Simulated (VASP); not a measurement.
# Al3Cu (P4/mmm) in VASP: notebook

Al3Cu is run at these levels: r2SCAN; tasks: relaxation of shape and atoms at fixed volume, single point.

Everything below comes from runs of VASP 6.6.1. Logs are shortened: lines on timing, memory, paths and dates and some standing lists are left out, and cuts for length are marked.

### 1 The cell of the first run

The structure is tetragonal, space group P4/mmm (No. 123). The conventional cell has a = 2.690 Å, b = 2.690 Å, c = 7.345 Å, α = 90.00°, β = 90.00°, γ = 90.00°. Within 3.5 Å of Al (site symmetry 4/mmm) lie 12 Al at 2.69 to 2.78 Å. Within 3.4 Å of Al (site symmetry 4mm) lie 4 Cu at 2.52 Å and 9 Al at 2.69 to 3.30 Å. Cu (site symmetry 4/mmm) has 8 Al at 2.52 Å and 4 Cu at 2.69 Å within 3.3 Å.

### 2 Relaxation of shape and atoms at fixed volume, r2SCAN (13.29 Å³/atom)

Contents of POSCAR:

```
Al3Cu
1.0
    2.6901074544      0.0000000000      0.0000000000
    0.0000000000      2.6901074544      0.0000000000
    0.0000000000      0.0000000000      7.3450507285
Al Cu
3 1
Direct
    0.0000000000      0.0000000000      0.5000000000
    0.5000000000      0.5000000000      0.2248867271
    0.5000000000      0.5000000000      0.7751132729
    0.0000000000      0.0000000000      0.0000000000
```

Contents of INCAR.step1:

```
PREC = Accurate
ENCUT = 600
ISMEAR = 0
SIGMA = 0.1
LREAL = False
LASPH = True
NELM = 60
GGA = PE
ALGO = Normal
EDIFF = 1E-4
LWAVE = True
LCHARG = False
```

Contents of INCAR.step2:

```
PREC = Accurate
ENCUT = 600
EDIFF = 1E-6
ISMEAR = 0
SIGMA = 0.1
LREAL = False
LASPH = True
NELM = 60
ALGO = Normal
ISIF = 4
LWAVE = False
LCHARG = False
METAGGA = R2SCAN
LMIXTAU = True
IBRION = 2
NSW = 50
EDIFFG = -0.01
ISTART = 1
```

Contents of KPOINTS:

```
Automatic mesh
0
Gamma
  16 16 6
```

Potentials or basis: VASP PAW PBE potentials, release 64 (Al, Cu).

On the command line:

```
$ cat potpaw_PBE.64/Al/POTCAR potpaw_PBE.64/Cu/POTCAR > POTCAR
$ cp INCAR.step1 INCAR
$ mpirun -np 1 vasp_std > vasp.out
$ cp INCAR.step2 INCAR
$ mpirun -np 1 vasp_std > vasp.out
```

OUTCAR:

```text
PREC = Accurate
   ENCUT = 600
   EDIFF = 1E-6
   ISMEAR = 0
   LREAL = False
   LASPH = True
   NELM = 60
   ISIF = 4
   METAGGA = R2SCAN
   IBRION = 2
   NSW = 50
   EDIFFG = -0.01
   ISTART = 1

 ion  position               nearest neighbor table
   1  0.000  0.000  0.500-   2 2.78   3 2.78   2 2.78   3 2.78   2 2.78   3 2.78   2 2.78   3 2.78

   2  0.500  0.500  0.225-   4 2.52   4 2.52   4 2.52   4 2.52   1 2.78   1 2.78   1 2.78   1 2.78
                             3 3.30
   3  0.500  0.500  0.775-   4 2.52   4 2.52   4 2.52   4 2.52   1 2.78   1 2.78   1 2.78   1 2.78
                             2 3.30
   4  0.000  0.000  0.000-   2 2.52   3 2.52   2 2.52   3 2.52   2 2.52   3 2.52   2 2.52   3 2.52

  LATTYP: Found a simple tetragonal cell.
 ALAT       =     2.6901074544
 C/A-ratio  =     2.7303930616

  Lattice vectors:

 A1 = (   2.6901074544,   0.0000000000,   0.0000000000)
 A2 = (   0.0000000000,   2.6901074544,   0.0000000000)
 A3 = (   0.0000000000,   0.0000000000,   7.3450507285)

Analysis of symmetry for initial positions (statically):
=====================================================================
 Subroutine PRICEL returns:
 Original cell was already a primitive cell.

 Routine SETGRP: Setting up the symmetry group for a
 simple tetragonal supercell.

 Subroutine GETGRP returns: Found 16 space group operations
 (whereof 16 operations were pure point group operations)
 out of a pool of 16 trial point group operations.

The static configuration has the point symmetry D_4h.

Analysis of symmetry for dynamics (positions and initial velocities):
=====================================================================
 Subroutine PRICEL returns:
 Original cell was already a primitive cell.

 Routine SETGRP: Setting up the symmetry group for a
 simple tetragonal supercell.

 Subroutine GETGRP returns: Found 16 space group operations
 (whereof 16 operations were pure point group operations)
 out of a pool of 16 trial point group operations.

The dynamic configuration has the point symmetry D_4h.

 Subroutine INISYM returns: Found 16 space group operations
 (whereof 16 operations are pure point group operations),
 and found     1 'primitive' translations

----------------------------------------------------------------------------------------

                                     Primitive cell

  volume of cell :      53.1538

  direct lattice vectors                    reciprocal lattice vectors
     2.690107454  0.000000000  0.000000000     0.371732363  0.000000000  0.000000000
     0.000000000  2.690107454  0.000000000     0.000000000  0.371732363  0.000000000
     0.000000000  0.000000000  7.345050729     0.000000000  0.000000000  0.136146099

  length of vectors
     2.690107454  2.690107454  7.345050729     0.371732363  0.371732363  0.136146099

  position of ions in fractional coordinates (direct lattice)
     0.000000000  0.000000000  0.500000000
     0.500000000  0.500000000  0.224886727
     0.500000000  0.500000000  0.775113273
     0.000000000  0.000000000  0.000000000

  ion indices of the primitive-cell ions
   primitive index   ion index
                 1           1
                 2           2
                 3           3
                 4           4

----------------------------------------------------------------------------------------

 KPOINTS: Automatic mesh

Automatic generation of k-mesh.
 Grid dimensions read from file:
 generate k-points for:   16   16    6

 Generating k-lattice:

  Cartesian coordinates                     Fractional coordinates (reciprocal lattice)
     0.023233273  0.000000000  0.000000000     0.062500000  0.000000000  0.000000000
     0.000000000  0.023233273  0.000000000     0.000000000  0.062500000  0.000000000
     0.000000000  0.000000000  0.022691016     0.000000000  0.000000000  0.166666667

  Length of vectors
     0.023233273  0.023233273  0.022691016

  Shift w.r.t. Gamma in fractional coordinates (k-lattice)
     0.000000000  0.000000000  0.000000000

 Subroutine IBZKPT returns following result:
 ===========================================

 Found    180 irreducible k-points:

 Following reciprocal coordinates:
            Coordinates               Weight
  0.000000  0.000000  0.000000      1.000000
  0.062500  0.000000  0.000000      4.000000
  0.125000  0.000000  0.000000      4.000000
  0.187500  0.000000  0.000000      4.000000
  0.250000  0.000000  0.000000      4.000000
  0.312500  0.000000  0.000000      4.000000
[... 16 lines left out ...]
  0.437500  0.125000  0.000000      8.000000
  0.500000  0.125000  0.000000      4.000000
 [... further k-points ...]
   k-points           NKPTS =    180   k-points in BZ     NKDIM =    180   number of bands    NBANDS=     14
   number of dos      NEDOS =    301   number of ions     NIONS =      4
   total plane-waves  NPLWV =  34560
   dimension x,y,z NGX =    24 NGY =   24 NGZ =   60
   dimension x,y,z NGXF=    48 NGYF=   48 NGZF=  120
   ions per type =               3   1
   NGX,Y,Z   is equivalent  to a cutoff of  14.83, 14.83, 13.58 a.u.
   NGXF,Y,Z  is equivalent  to a cutoff of  29.66, 29.66, 27.16 a.u.
 SYSTEM =  unknown system
   PREC   = accura    normal or accurate (medium, high low for compatibility)
   ISTART =      1    job   : 0-new  1-cont  2-samecut
   ICHARG =      0    charge: 1-file 2-atom 10-const
   ISPIN  =      1    spin polarized calculation?
   LNONCOLLINEAR =      F non collinear calculations
   LSORBIT =      F    spin-orbit coupling
   LASPH  =      T    aspherical Exc in radial PAW
   ENCUT  =  600.0 eV  44.10 Ry    6.64 a.u.   5.37  5.37 14.67*2*pi/ulx,y,z
   NELM   =     60;   NELMIN=  2; NELMDL=  0     # of ELM steps
   EDIFF  = 0.1E-05   stopping-criterion for ELM
   LREAL  =      F    real-space projection
   EDIFFG = -.1E-01   stopping-criterion for IOM
   NSW    =     50    number of steps for IOM
   IBRION =      2    ionic relax: 0-MD 1-quasi-New 2-CG
   NFREE  =      1    steps in history (QN), initial steepest desc. (CG)
   ISIF   =      4    stress and relaxation
   ISYM   =      2    0-nonsym 1-usesym 2-fastsym
   POTIM  = 0.5000    time-step for ionic-motion
   TEBEG  =    0.0;   TEEND  =   0.0 temperature during run
   PSTRESS=    0.0 pullay stress
   NELECT =      20.0000    total number of electrons
   NUPDOWN=      -1.0000    fix difference up-down
   EMIN   =  10.00;   EMAX   =-10.00  energy-range for DOS
   EFERMI =   0.00;   METHOD = LEGACY
   ISMEAR =     0;   SIGMA  =   0.10  broadening in eV -4-tet -1-fermi 0-gaus
   EFERMI_NEDOS =   21; number of points for ismear=-14 and -15
   IALGO  =     38    algorithm
   IMIX   =      4    mixing-type and parameters
     AMIX     =   0.40;   BMIX     =  1.00
     AMIX_MAG =   1.60;   BMIX_MAG =  1.00
  volume/ion in A,a.u.               =      13.29        89.67
  Fermi-wavevector in a.u.,A,eV,Ry     =   1.181880  2.233430 19.005175  1.396841
  Thomas-Fermi vector in A             =   2.318145
   LORBIT       =      0    0 simple, 1 ext, 2 COOP (PROOUT), +10 PAW based schemes
   METAGGA = R2SCAN    functional components
   LHFCALC =     F    Hartree Fock is set to
   AEXX    =    0.0000 exact exchange contribution
   IVDW    =     0    specifies the selected vdW correction
   LEPSILON=     F    determine dielectric tensor
   LRPA    =     F    only Hartree local field effects (RPA)
 conjugate gradient relaxation of ions
 non-spin polarized calculation
 Gauss-broadening in eV      SIGMA  =   0.10
  energy-cutoff  :      600.00
  volume of cell :       53.15
 maximum number of plane-waves:      1797
 NGX is ok and might be reduce to    24
   NGX = 11   NGY = 11   NGZ = 29

--------------------------------------- Ionic step        1  -------------------------------------------

 number of electron      19.9999992 magnetization

 Free energy of the ion-electron system (eV)
  ---------------------------------------------------
  ext. energy  EPLUGINS =         0.00000000
  ---------------------------------------------------
  free energy    TOTEN  =       -31.22667631 eV

  energy without entropy =      -31.21907113  energy(sigma->0) =      -31.22287372

------------------------ aborting loop because EDIFF is reached ----------------------------------------

  FORCE on cell =-STRESS in cart. coord.  units (eV):
  Direction    XX          YY          ZZ          XY          YZ          ZX
  --------------------------------------------------------------------------------------
  -------------------------------------------------------------------------------------
  Total        4.0493244      4.0493244      3.9952994      0.0000000     -0.0000000      0.0000000
  in kB      122.0559895    122.0559895    120.4275510      0.0000000     -0.0000000      0.0000000
  external PRESSURE =     121.5131767 kB  Pullay stress =       0.0000000 kB
[... 99 lines left out ...]
  energy  without entropy=      -31.2197038422  energy(sigma->0) =      -31.22364866

--------------------------------------- Ionic step        4  -------------------------------------------

 number of electron      19.9999991 magnetization

 Free energy of the ion-electron system (eV)
  ---------------------------------------------------
  ext. energy  EPLUGINS =         0.00000000
  ---------------------------------------------------
  free energy    TOTEN  =       -31.22762599 eV

  energy without entropy =      -31.21967263  energy(sigma->0) =      -31.22364931

 E-fermi :   9.6089     XC(G=0): -12.1156

 val. band max:        9.6077574578   @ k =   0.3125   0.1875   0.1667
 cond. band min:       9.6177388515   @ k =   0.4375   0.1875   0.3333
 fundamental gap:      0.0099813937
 Fermi energy:         9.6089195284

 k-point     1 :       0.0000    0.0000    0.0000
  band No.  band energies     occupation
      1      -3.0372      2.00000
      2      -0.3193      2.00000
      3       0.0548      2.00000
      4       4.4801      2.00000
      5       4.5712      2.00000
      6       5.5592      2.00000
      7       5.5592      2.00000
      8       6.0098      2.00000
      9       7.5011      2.00000
     10      10.3205      0.00000
     11      16.2562      0.00000
     12      17.2294      0.00000
     13      17.2294      0.00000
     14      18.0456      0.00000
[... 375 lines left out ...]
 k-point    24 :       0.5000    0.1250    0.0000
  band No.  band energies     occupation
      1       2.3155      2.00000
      2       2.5598      2.00000
      3       3.4270      2.00000
      4       4.5377      2.00000
      5       4.6516      2.00000
      6       4.6668      2.00000
      7       5.6332      2.00000
      8       5.7888      2.00000
      9       5.9671      2.00000
     10       7.2603      2.00000
     11       7.7575      2.00000
     12      12.8861      0.00000
     13      14.2253      0.00000
     14      14.5343      0.00000

 [... further k-points ...]

------------------------ aborting loop because EDIFF is reached ----------------------------------------

  FORCE on cell =-STRESS in cart. coord.  units (eV):
  Direction    XX          YY          ZZ          XY          YZ          ZX
  --------------------------------------------------------------------------------------
  -------------------------------------------------------------------------------------
  Total        4.0253505      4.0253505      4.0460503      0.0000000     -0.0000000      0.0000000
  in kB      121.3333620    121.3333620    121.9572996      0.0000000     -0.0000000      0.0000000
  external PRESSURE =     121.5413412 kB  Pullay stress =       0.0000000 kB
[... 19 lines left out ...]
  FREE ENERGIE OF THE ION-ELECTRON SYSTEM (eV)
  ---------------------------------------------------
  free  energy   TOTEN  =       -31.2276259928 eV

  energy  without entropy=      -31.2196726305  energy(sigma->0) =      -31.22364931

 reached required accuracy - stopping structural energy minimisation
```

Wall time 29 min (1 thread of Oxide Virtual Turin-like, shared host); peak memory 0.29 GiB.

What came out:

```
Free energy               : -31.2276 eV
Energy gained by relaxing : 0.2 meV/atom
Ionic steps               : 4
Pressure after relaxing   : 12.2 GPa
Band gap on the k mesh    : zero (bands 10 and 11 overlap by 6.67 eV)
```

Step by step:
```csv
step,energy change (eV),largest force (eV/Å),pressure (GPa),volume (Å³)
1,0.0000,0.0873,12.15,53.15
2,-0.0006,0.0518,12.13,53.15
3,-0.0009,0.0162,12.08,53.15
4,-0.0009,0.0014,12.15,53.15
```

Final structure:
```yaml
crystal:
  lattice:
    - [2.69154, 0.00000, 0.00000]
    - [0.00000, 2.69154, 0.00000]
    - [0.00000, 0.00000, 7.33725]
  atoms:
    - { symbol: Al, position: [0.00000, 0.00000, 0.50000] }
    - { symbol: Al, position: [0.50000, 0.50000, 0.22629] }
    - { symbol: Al, position: [0.50000, 0.50000, 0.77371] }
    - { symbol: Cu, position: [0.00000, 0.00000, 0.00000] }
```

Caveat: the PAW data sets were made with another functional, which shifts forces and pressure a little.

### 3 Single point, r2SCAN (biaxial strain in the a-b plane: +1.0 %, then relaxed in part)

Contents of POSCAR:

```
Al3Cu
1.0
    2.8015186725      0.0000000000      0.0000000000
    0.0000000000      2.8015186725      0.0000000000
    0.0000000000      0.0000000000      7.5512619170
Al Cu
3 1
Direct
    0.0000000000      0.0000000000      0.5000000000
    0.5000000000      0.5000000000      0.2224686288
    0.5000000000      0.5000000000      0.7775313712
    0.0000000000      0.0000000000      0.0000000000
```

Contents of INCAR.step1:

```
  PREC = Accurate
  ENCUT = 520
  ISMEAR = 0
  SIGMA = 0.1
  LREAL = False
  LASPH = True
  NELM = 100
  NBANDS = 18
  GGA = PE
  ALGO = Normal
  EDIFF = 1E-4
  LWAVE = True
  LCHARG = False
```

Contents of INCAR.step2:

```
  PREC = Accurate
  ENCUT = 520
  EDIFF = 1E-6
  ISMEAR = 0
  SIGMA = 0.1
  LREAL = False
  LASPH = True
  NELM = 100
  ALGO = Normal
  ISIF = 2
  LWAVE = False
  LCHARG = True
  METAGGA = R2SCAN
  LMIXTAU = True
  LELF = True
  LVHAR = True
  NBANDS = 18
  ISTART = 1
```

Contents of KPOINTS:

```
regular mesh
0
Gamma
  18 18 8
```

Potentials or basis: VASP PAW PBE potentials, release 64 (Al, Cu).

On the command line:

```
$ cat potpaw_PBE.64/Al/POTCAR potpaw_PBE.64/Cu/POTCAR > POTCAR
$ cp INCAR.step1 INCAR
$ mpirun -np 1 vasp_std > vasp.out
$ cp INCAR.step2 INCAR
$ mpirun -np 1 vasp_std > vasp.out
```

Wall time 37 min (1 thread of Oxide Virtual Turin-like, shared host); peak memory 0.36 GiB.

Results (log left out):

```yaml
Free_energy: -31.4186 eV
Pressure: -1.8 GPa
Largest_force: 0.018 eV/Å
Band_gap_on_the_k_mesh: zero (bands 10 and 11 overlap by 6.67 eV)
```

Forces on the atoms (eV/Å):
```
Al   0.000  0.000  0.000
Al   0.000  0.000  0.018
Al   0.000  0.000 -0.018
Cu   0.000  0.000  0.000
```

Stress tensor (GPa, compression positive):
```
-2.58  0.00  0.00
 0.00 -2.58  0.00
 0.00  0.00 -0.21
```

Levels at points of the mesh, in eV from the Fermi level:
| k point | band 7 | band 8 | band 9 | band 10 | band 11 | band 12 | band 13 | band 14 |
| --- | --- | --- | --- | --- | --- | --- | --- | --- |
| (0.00, 0.00, 0.00) | -3.75 | -3.37 | -1.76 | 0.75 | 6.53 | 6.87 | 6.87 | 8.22 |
| (0.50, 0.00, 0.00) | -3.84 | -3.77 | -3.65 | -2.42 | -1.97 | 2.91 | 4.14 | 4.42 |
| (0.50, 0.50, 0.00) | -2.77 | -0.57 | -0.43 | 0.11 | 0.11 | 0.48 | 0.48 | 0.64 |
| (0.00, 0.00, 0.50) | -3.75 | -3.63 | -3.37 | 4.59 | 6.12 | 6.54 | 7.47 | 7.47 |
| (0.50, 0.00, 0.50) | -3.84 | -3.65 | -2.77 | -1.04 | -0.95 | 0.12 | 0.96 | 9.26 |
| (0.50, 0.50, 0.50) | -2.00 | -1.83 | -1.83 | -0.60 | -0.60 | 0.55 | 1.77 | 3.43 |

Caveat: the cell differs from its parent crystal (biaxial strain in the a-b plane: +1.0 %, then relaxed in part); the PAW data sets were made with another functional, which shifts forces and pressure a little.

### 4 Single point, r2SCAN (biaxial strain in the a-b plane: +1.0 %)

Contents of POSCAR:

```
Al3Cu
1.0
    2.8015186725      0.0000000000      0.0000000000
    0.0000000000      2.8015186725      0.0000000000
    0.0000000000      0.0000000000      7.5463119346
Al Cu
3 1
Direct
    0.0000000000      0.0000000000      0.5000000000
    0.5000000000      0.5000000000      0.2226430006
    0.5000000000      0.5000000000      0.7773569994
    0.0000000000      0.0000000000      0.0000000000
```

Contents of INCAR.step1:

```
SYSTEM = Al3Cu
ALGO = Normal ; EDIFF = 1E-4
ENCUT = 520 ; GGA = PE
ISMEAR = 0 ; LASPH = .True.
LCHARG = .False. ; LREAL = .False.
LWAVE = .True. ; NBANDS = 18
NELM = 100 ; PREC = Accurate
SIGMA = 0.1
```

Contents of INCAR.step2:

```
SYSTEM = Al3Cu
ALGO = Normal ; EDIFF = 1E-7
ENCUT = 520 ; ISIF = 2
ISMEAR = 0 ; ISTART = 1
LASPH = .True. ; LCHARG = .False.
LMIXTAU = .True. ; LREAL = .False.
LWAVE = .False. ; METAGGA = R2SCAN
NBANDS = 18 ; NELM = 100
PREC = Accurate ; SIGMA = 0.1
```

Contents of KPOINTS:

```
k-points
0
Gamma
  18 18 8
  0 0 0
```

On the command line:

```
$ cat potpaw_PBE.64/Al/POTCAR potpaw_PBE.64/Cu/POTCAR > POTCAR
$ cp INCAR.step1 INCAR
$ mpirun -np 1 vasp_std > vasp.out
$ cp INCAR.step2 INCAR
$ mpirun -np 1 vasp_std > vasp.out
```

It took 34 min on 1 thread of Oxide Virtual Turin-like, shared host; peak memory 0.35 GiB.

It converged, with:

| Property | Result |
| --- | --- |
| Free energy | -31.4187 eV |
| Pressure | -1.7 GPa |
| Largest force | 0.010 eV/Å |
| Band gap on the k mesh | zero (bands 10 and 11 overlap by 6.69 eV) |

Forces on the atoms (eV/Å):
```
Al   0.000  0.000  0.000
Al   0.000  0.000  0.010
Al   0.000  0.000 -0.010
Cu   0.000  0.000  0.000
```

Stress tensor (GPa, compression positive):
```
-2.55  0.00  0.00
 0.00 -2.55  0.00
 0.00  0.00 -0.08
```

Levels at points of the mesh, in eV from the Fermi level:
| k point | band 8 | band 9 | band 10 | band 11 | band 12 | band 13 |
| --- | --- | --- | --- | --- | --- | --- |
| (0.00, 0.00, 0.00) | -3.37 | -1.75 | 0.76 | 6.53 | 6.87 | 6.87 |
| (0.50, 0.00, 0.00) | -3.77 | -3.64 | -2.42 | -1.97 | 2.92 | 4.15 |
| (0.50, 0.50, 0.00) | -0.57 | -0.44 | 0.11 | 0.11 | 0.47 | 0.47 |
| (0.00, 0.00, 0.50) | -3.63 | -3.37 | 4.61 | 6.13 | 6.53 | 7.47 |
| (0.50, 0.00, 0.50) | -3.64 | -2.77 | -1.04 | -0.94 | 0.12 | 0.97 |
| (0.50, 0.50, 0.50) | -1.84 | -1.84 | -0.61 | -0.60 | 0.55 | 1.77 |

Caveat: the cell differs from its parent crystal (biaxial strain in the a-b plane: +1.0 %); the PAW data sets were made with another functional, which shifts forces and pressure a little.

(Part 1 of 3 ends here.)

The gap in the log of VASP goes by the Fermi energy; the results here count the filled bands.